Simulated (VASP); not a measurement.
# Nb: single point with PBE

Crystal: Nb.

```xyz
1
Lattice="0.0000 2.1652 2.1652 2.1652 0.0000 2.1652 2.1652 2.1652 0.0000" Properties=species:S:1:pos:R:3 pbc="T T T"
Nb    0.0000    0.0000    0.0000
```

This cell differs from its parent crystal: volume scaled by 1.08.

```json
{
 "Program": "VASP 6.6.1",
 "Task": "single point",
 "Functional": "PBE",
 "Potentials or basis": "VASP PAW PBE potentials, release 64 (Nb_sv)",
 "Cutoff": "520 eV",
 "k mesh": "14 × 14 × 14",
 "Occupations": "fermi-dirac, width 0.1 eV",
 "Spin": "no spin polarisation",
 "Dipole correction": "no",
 "Further INCAR settings": "ALGO = Normal; EDIFF = 1e-06; NBANDS = 12"
}
```

```json
{"Pressure": "-11.3 GPa"}
```

Levels at points of the mesh, in eV from the Fermi level:
| k point | band 4 | band 5 | band 6 | band 7 | band 8 | band 9 |
| --- | --- | --- | --- | --- | --- | --- |
| (0.00, 0.00, 0.00) | -30.42 | -6.03 | 0.13 | 0.13 | 0.13 | 2.46 |
| (0.50, 0.00, 0.00) | -30.54 | -3.55 | -0.02 | -0.02 | 1.11 | 4.20 |
| (0.50, 0.50, 0.00) | -30.75 | -3.65 | -2.96 | 3.15 | 4.18 | 4.69 |

It took 10 s on 1 thread of Intel(R) Xeon(R) Platinum 8488C (Sapphire Rapids) (shared host), peak memory 0.15 GiB.
